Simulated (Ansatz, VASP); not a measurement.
# Two plane-wave programs on Ga2S5

```xyz
7
Lattice="6.9898 0.0000 0.0000 -3.4949 6.0534 0.0000 0.0000 0.0000 5.4275" Properties=species:S:1:pos:R:3 pbc="T T T"
Ga    0.0000    4.0356    4.1787
Ga    3.4949    2.0178    1.2487
S     0.0000    4.0356    1.4043
S    -1.7475    3.0267    2.7137
S     1.7475    3.0267    2.7137
S     3.4949    0.0000    2.7137
S     3.4949    2.0178    4.0232
```

Alike in both runs: functional PBE; k mesh 3 × 3 × 4; occupations gaussian, width 0.1 eV; no spin polarisation.

Ansatz relaxed the structure, and its values are those at the end. VASP's run is a single point on that final structure, the one shown.

|  | VASP | Ansatz |
| --- | --- | --- |
| version | VASP 6.6.1 | Ansatz 0.2.0 |
| potentials or method | VASP PAW PBE potentials, release 64 (Ga_d, S), cutoff 520 eV | scalar-relativistic, plane waves, PAW |
| valence electrons in the cell | 56 | 56 |

VASP gave:

* gap on the k mesh at the Fermi level (eV): none
* pressure (GPa): 0.1
* rms of the force components (eV/Å): 0.011

Question: Which values does Ansatz return?

Answer: gap on the k mesh at the Fermi level (eV): none; pressure (GPa): 0.1; rms of the force components (eV/Å): 0.004.

A gap of «none» marks a metal or a gap that the smearing closes.
